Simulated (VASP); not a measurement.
**TiSi: single point with PBEsol**

Crystal: TiSi.

```
Ti Si
1.0
     6.45181    0.00000    0.00000
     0.00000    3.62244    0.00000
     0.00000    0.00000    4.96380
Ti Si
4 4
Direct
  0.68208 0.25000 0.39979
  0.31792 0.75000 0.60021
  0.81792 0.75000 0.89979
  0.18208 0.25000 0.10021
  0.52633 0.25000 0.85651
  0.47367 0.75000 0.14349
  0.97367 0.75000 0.35651
  0.02633 0.25000 0.64349
```

This cell differs from its parent crystal: atoms displaced along a vibrational mode.

- Program: VASP 6.6.1
- Task: single point
- Functional: PBEsol
- Potentials or basis: VASP PAW PBE potentials, release 64 (Ti_sv, Si)
- Cutoff: 520 eV
- k mesh: 6 × 12 × 8
- Occupations: gaussian, width 0.15 eV
- Spin: no spin polarisation
- Dipole correction: no
- Further INCAR settings: ALGO = Fast; EDIFF = 1e-06; NBANDS = 42

- Pressure: 2.7 GPa
- Largest force: 1.697 eV/Å
- Band gap on the k mesh: zero (bands 32 and 33 overlap by 0.31 eV)

Forces on the atoms (eV/Å):
```
Ti  -0.558  0.000 -1.602
Ti   0.558  0.000  1.602
Ti   0.558  0.000 -1.602
Ti  -0.558  0.000  1.602
Si   0.891  0.000 -0.413
Si  -0.891  0.000  0.413
Si  -0.891  0.000 -0.413
Si   0.891  0.000  0.413
```

Stress tensor (GPa, compression positive):
```
 5.51  0.00  0.00
 0.00 -1.55  0.00
 0.00  0.00  4.15
```

Levels at points of the mesh, in eV from the Fermi level:
| k point | band 30 | band 31 | band 32 | band 33 | band 34 | band 35 |
| --- | --- | --- | --- | --- | --- | --- |
| (0.00, 0.00, 0.00) | -0.25 | -0.16 | 0.02 | 0.43 | 0.53 | 0.65 |
| (0.50, 0.00, 0.00) | -0.77 | -0.54 | -0.54 | 0.20 | 0.20 | 0.55 |
| (0.00, 0.50, 0.00) | -1.54 | -1.48 | -1.48 | 1.18 | 1.18 | 1.86 |
| (0.50, 0.50, 0.00) | -1.59 | -1.59 | -1.59 | 1.69 | 1.69 | 1.69 |
| (0.00, 0.00, 0.50) | -0.83 | -0.10 | -0.10 | 0.31 | 0.31 | 0.80 |
| (0.50, 0.00, 0.50) | -0.96 | -0.55 | -0.55 | 0.27 | 0.27 | 0.64 |
| (0.00, 0.50, 0.50) | -0.86 | -0.21 | -0.21 | -0.16 | -0.16 | 1.07 |
| (0.50, 0.50, 0.50) | -1.23 | -1.23 | -1.23 | 1.05 | 1.05 | 1.05 |

It took 52 min on 1 thread of Oxide Virtual Turin-like Processor, on a shared host, peak memory 0.56 GiB.

Caveat: the cell differs from its parent crystal (atoms displaced along a vibrational mode); the stress differs along the axes, from -2 to 6 GPa; the PAW data sets were made with another functional, which shifts forces and pressure a little.
